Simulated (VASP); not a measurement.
# TaN (Fm-3m) in VASP: single point with LDA

Aim: the single point of TaN with LDA.

Program: VASP 6.6.1. These are calculated values, not measurements. Logs are shortened: lines on timing, memory, paths and dates and some standing lists are left out, and cuts for length are marked.

### 1 The cell of the first run

It takes space group Fm-3m (No. 225, cubic). Conventional cell: a = 4.417 Å, b = 4.417 Å, c = 4.417 Å, α = 90.00°, β = 90.00°, γ = 90.00°. Within 2.9 Å of Ta (site symmetry m-3m) lie 6 N at 2.21 Å. N (site symmetry m-3m) has 6 Ta at 2.21 Å within 2.9 Å.

### 2 Single point, LDA

Input file INCAR:

```
SYSTEM = TaN
PREC = Accurate
ENCUT = 700
EDIFF = 1E-6
ISMEAR = 0
SIGMA = 0.1
LREAL = .False.
LASPH = .True.
NELM = 120
ALGO = Normal
ISIF = 2
LWAVE = .False.
LCHARG = .False.
NBANDS = 16
GGA_COMPAT = .False.
```

Input file KPOINTS:

```
regular mesh
0
Gamma
  16 16 16
  0 0 0
```

Input file POSCAR:

```
TaN
1.0
    0.0000000000      2.2086347780      2.2086347780
    2.2086347780      0.0000000000      2.2086347780
    2.2086347780      2.2086347780      0.0000000000
Ta N
1 1
Direct
    0.5000000000      0.5000000000      0.5000000000
    0.0000000000      0.0000000000      0.0000000000
```

Potentials or basis: VASP PAW LDA potentials, release 64 (Ta_sv_GW, N).

Launch:

```sh
$ cat potpaw_LDA.64/Ta_sv_GW/POTCAR potpaw_LDA.64/N/POTCAR > POTCAR
$ mpirun -np 1 vasp_std > vasp.out
```

OUTCAR:

```text
SYSTEM = TaN
   PREC = Accurate
   ENCUT = 700
   EDIFF = 1E-6
   ISMEAR = 0
   LREAL = .False.
   LASPH = .True.
   NELM = 120
   ISIF = 2

 ion  position               nearest neighbor table
   1  0.500  0.500  0.500-   2 2.21   2 2.21   2 2.21   2 2.21   2 2.21   2 2.21
   2  0.000  0.000  0.000-   1 2.21   1 2.21   1 2.21   1 2.21   1 2.21   1 2.21

  LATTYP: Found a face centered cubic cell.
 ALAT       =     4.4172695560

  Lattice vectors:

 A1 = (   0.0000000000,   2.2086347780,   2.2086347780)
 A2 = (   2.2086347780,   0.0000000000,   2.2086347780)
 A3 = (   2.2086347780,   2.2086347780,   0.0000000000)

Analysis of symmetry for initial positions (statically):
=====================================================================
 Subroutine PRICEL returns:
 Original cell was already a primitive cell.

 Routine SETGRP: Setting up the symmetry group for a
 face centered cubic supercell.

 Subroutine GETGRP returns: Found 48 space group operations
 (whereof 48 operations were pure point group operations)
 out of a pool of 48 trial point group operations.

The static configuration has the point symmetry O_h .

Analysis of symmetry for dynamics (positions and initial velocities):
=====================================================================
 Subroutine PRICEL returns:
 Original cell was already a primitive cell.

 Routine SETGRP: Setting up the symmetry group for a
 face centered cubic supercell.

 Subroutine GETGRP returns: Found 48 space group operations
 (whereof 48 operations were pure point group operations)
 out of a pool of 48 trial point group operations.

The dynamic configuration has the point symmetry O_h .

 Subroutine INISYM returns: Found 48 space group operations
 (whereof 48 operations are pure point group operations),
 and found     1 'primitive' translations

----------------------------------------------------------------------------------------

                                     Primitive cell

  volume of cell :      21.5477

  direct lattice vectors                    reciprocal lattice vectors
     0.000000000  2.208634778  2.208634778    -0.226384192  0.226384192  0.226384192
     2.208634778  0.000000000  2.208634778     0.226384192 -0.226384192  0.226384192
     2.208634778  2.208634778  0.000000000     0.226384192  0.226384192 -0.226384192

  length of vectors
     3.123481257  3.123481257  3.123481257     0.392108923  0.392108923  0.392108923

  position of ions in fractional coordinates (direct lattice)
     0.500000000  0.500000000  0.500000000
     0.000000000  0.000000000  0.000000000

  ion indices of the primitive-cell ions
   primitive index   ion index
                 1           1
                 2           2

----------------------------------------------------------------------------------------

 KPOINTS: regular mesh

Automatic generation of k-mesh.
 Grid dimensions read from file:
 generate k-points for:   16   16   16

 Generating k-lattice:

  Cartesian coordinates                     Fractional coordinates (reciprocal lattice)
    -0.014149012  0.014149012  0.014149012     0.062500000  0.000000000  0.000000000
     0.014149012 -0.014149012  0.014149012     0.000000000  0.062500000  0.000000000
     0.014149012  0.014149012 -0.014149012     0.000000000  0.000000000  0.062500000

  Length of vectors
     0.024506808  0.024506808  0.024506808

  Shift w.r.t. Gamma in fractional coordinates (k-lattice)
     0.000000000  0.000000000  0.000000000

 Subroutine IBZKPT returns following result:
 ===========================================

 Found    145 irreducible k-points:

 Following reciprocal coordinates:
            Coordinates               Weight
  0.000000  0.000000  0.000000      1.000000
  0.062500  0.000000  0.000000      8.000000
  0.125000  0.000000  0.000000      8.000000
  0.187500  0.000000  0.000000      8.000000
  0.250000  0.000000  0.000000      8.000000
  0.312500  0.000000  0.000000      8.000000
[... 16 lines left out ...]
 -0.125000  0.062500  0.000000     24.000000
 -0.062500  0.062500  0.000000     12.000000
 [... further k-points ...]
   k-points           NKPTS =    145   k-points in BZ     NKDIM =    145   number of bands    NBANDS=     16
   number of dos      NEDOS =    301   number of ions     NIONS =      2
   total plane-waves  NPLWV =  21952
   dimension x,y,z NGX =    28 NGY =   28 NGZ =   28
   dimension x,y,z NGXF=    56 NGYF=   56 NGZF=   56
   ions per type =               1   1
   NGX,Y,Z   is equivalent  to a cutoff of  14.90, 14.90, 14.90 a.u.
   NGXF,Y,Z  is equivalent  to a cutoff of  29.81, 29.81, 29.81 a.u.
 SYSTEM =  TaN
   PREC   = accura    normal or accurate (medium, high low for compatibility)
   ISTART =      0    job   : 0-new  1-cont  2-samecut
   ICHARG =      2    charge: 1-file 2-atom 10-const
   ISPIN  =      1    spin polarized calculation?
   LNONCOLLINEAR =      F non collinear calculations
   LSORBIT =      F    spin-orbit coupling
   LASPH  =      T    aspherical Exc in radial PAW
   ENCUT  =  700.0 eV  51.45 Ry    7.17 a.u.   6.74  6.74  6.74*2*pi/ulx,y,z
   NELM   =    120;   NELMIN=  2; NELMDL= -5     # of ELM steps
   EDIFF  = 0.1E-05   stopping-criterion for ELM
   LREAL  =      F    real-space projection
   EDIFFG = 0.1E-04   stopping-criterion for IOM
   NSW    =      0    number of steps for IOM
   IBRION =     -1    ionic relax: 0-MD 1-quasi-New 2-CG
   NFREE  =      0    steps in history (QN), initial steepest desc. (CG)
   ISIF   =      2    stress and relaxation
   ISYM   =      2    0-nonsym 1-usesym 2-fastsym
   POTIM  = 0.5000    time-step for ionic-motion
   TEBEG  =    0.0;   TEEND  =   0.0 temperature during run
   PSTRESS=    0.0 pullay stress
   NELECT =      18.0000    total number of electrons
   NUPDOWN=      -1.0000    fix difference up-down
   EMIN   =  10.00;   EMAX   =-10.00  energy-range for DOS
   EFERMI =   0.00;   METHOD = LEGACY
   ISMEAR =     0;   SIGMA  =   0.10  broadening in eV -4-tet -1-fermi 0-gaus
   EFERMI_NEDOS =   21; number of points for ismear=-14 and -15
   IALGO  =     38    algorithm
   IMIX   =      4    mixing-type and parameters
     AMIX     =   0.40;   BMIX     =  1.00
     AMIX_MAG =   1.60;   BMIX_MAG =  1.00
  volume/ion in A,a.u.               =      10.77        72.71
  Fermi-wavevector in a.u.,A,eV,Ry     =   1.541813  2.913604 32.343606  2.377188
  Thomas-Fermi vector in A             =   2.647706
   LORBIT       =      0    0 simple, 1 ext, 2 COOP (PROOUT), +10 PAW based schemes
   GGA     = CA    functional components
   LHFCALC =     F    Hartree Fock is set to
   AEXX    =    0.0000 exact exchange contribution
   IVDW    =     0    specifies the selected vdW correction
   LEPSILON=     F    determine dielectric tensor
   LRPA    =     F    only Hartree local field effects (RPA)
 non-spin polarized calculation
 Gauss-broadening in eV      SIGMA  =   0.10
  energy-cutoff  :      700.00
  volume of cell :       21.55
 maximum number of plane-waves:       934
   NGX = 13   NGY = 13   NGZ = 13

 number of electron      18.0000000 magnetization

 Free energy of the ion-electron system (eV)
  ---------------------------------------------------
  ext. energy  EPLUGINS =         0.00000000
  ---------------------------------------------------
  free energy    TOTEN  =       -26.62682720 eV

  energy without entropy =      -26.62104100  energy(sigma->0) =      -26.62393410

 E-fermi :  13.2664     XC(G=0): -13.9852

 val. band max:       13.2594561017   @ k =  -0.2500   0.3750   0.1250
 cond. band min:      13.2752573549   @ k =  -0.3125   0.3125   0.1250
 fundamental gap:      0.0158012532
 Fermi energy:        13.2663692715

 k-point     1 :       0.0000    0.0000    0.0000
  band No.  band energies     occupation
      1     -55.8634      2.00000
      2     -22.2881      2.00000
      3     -22.2881      2.00000
      4     -22.2881      2.00000
      5      -5.2019      2.00000
      6       9.5487      2.00000
[... 8 lines left out ...]
     15      22.5373      0.00000
     16      37.2699      0.00000

 k-point     2 :       0.0625    0.0000    0.0000
  band No.  band energies     occupation
      1     -55.8615      2.00000
      2     -22.3221      2.00000
      3     -22.2913      2.00000
      4     -22.2913      2.00000
      5      -5.1080      2.00000
      6       9.0431      2.00000
[... 8 lines left out ...]
     15      22.8225      0.00000
     16      35.6851      0.00000

 k-point     3 :       0.1250    0.0000    0.0000
  band No.  band energies     occupation
      1     -55.8556      2.00000
      2     -22.4176      2.00000
      3     -22.3002      2.00000
      4     -22.3002      2.00000
      5      -4.8364      2.00000
      6       8.0225      2.00000
[... 8 lines left out ...]
     15      23.6134      0.00000
     16      33.4345      0.00000

 k-point     4 :       0.1875    0.0000    0.0000
  band No.  band energies     occupation
      1     -55.8468      2.00000
      2     -22.5574      2.00000
      3     -22.3134      2.00000
      4     -22.3134      2.00000
      5      -4.4154      2.00000
      6       6.8813      2.00000
[... 8 lines left out ...]
     15      24.6840      0.00000
     16      31.4202      0.00000
[... 324 lines left out ...]
 k-point    22 :      -0.1875    0.0625    0.0000
  band No.  band energies     occupation
      1     -55.8419      2.00000
      2     -22.6156      2.00000
      3     -22.3506      2.00000
      4     -22.3077      2.00000
      5      -4.1945      2.00000
      6       6.3335      2.00000
[... 8 lines left out ...]
     15      25.1995      0.00000
     16      29.9173      0.00000

 k-point    23 :      -0.1250    0.0625    0.0000
  band No.  band energies     occupation
      1     -55.8513      2.00000
      2     -22.4730      2.00000
      3     -22.3306      2.00000
      4     -22.2961      2.00000
      5      -4.6411      2.00000
      6       7.3778      2.00000
[... 8 lines left out ...]
     15      24.1707      0.00000
     16      31.9113      0.00000

 k-point    24 :      -0.0625    0.0625    0.0000
  band No.  band energies     occupation
      1     -55.8581      2.00000
      2     -22.3690      2.00000
      3     -22.3097      2.00000
      4     -22.2903      2.00000
      5      -4.9568      2.00000
      6       8.3546      2.00000
[... 8 lines left out ...]
     15      23.2761      0.00000
     16      34.1395      0.00000

 [... further k-points ...]

------------------------ aborting loop because EDIFF is reached ----------------------------------------

  FORCE on cell =-STRESS in cart. coord.  units (eV):
  Direction    XX          YY          ZZ          XY          YZ          ZX
  --------------------------------------------------------------------------------------
  -------------------------------------------------------------------------------------
  Total       -2.0314111     -2.0314111     -2.0314111     -0.0000000     -0.0000000      0.0000000
  in kB     -151.0451200   -151.0451200   -151.0451200     -0.0000000     -0.0000000      0.0000000
  external PRESSURE =    -151.0451200 kB  Pullay stress =       0.0000000 kB

 VOLUME and BASIS-vectors are now :
 -----------------------------------------------------------------------------
  energy-cutoff  :      700.00
  volume of cell :       21.55
      direct lattice vectors                 reciprocal lattice vectors
     0.000000000  2.208634778  2.208634778    -0.226384192  0.226384192  0.226384192
     2.208634778  0.000000000  2.208634778     0.226384192 -0.226384192  0.226384192
     2.208634778  2.208634778  0.000000000     0.226384192  0.226384192 -0.226384192

 POSITION                                       TOTAL-FORCE (eV/Angst)
 -----------------------------------------------------------------------------------
      2.20863      2.20863      2.20863        -0.000000      0.000000     -0.000000
      0.00000      0.00000      0.00000         0.000000     -0.000000      0.000000
 -----------------------------------------------------------------------------------
    total drift:                                0.000000      0.000000      0.000000

  FREE ENERGIE OF THE ION-ELECTRON SYSTEM (eV)
  ---------------------------------------------------
  free  energy   TOTEN  =       -26.6268271997 eV

  energy  without entropy=      -26.6210409961  energy(sigma->0) =      -26.62393410
```

It took 76 s on 1 thread of Intel Xeon Platinum 8375C at 2.90GHz (Ice Lake), shared host; peak memory 0.21 GiB.

What came out:

| Property | Result |
| --- | --- |
| Free energy | -26.6268 eV |
| Pressure | -15.1 GPa |
| Band gap on the k mesh | zero (bands 9 and 10 overlap by 3.93 eV) |

Caveat: the cell stands under tension; spin-orbit coupling is left out, which moves the levels of the heavy elements.
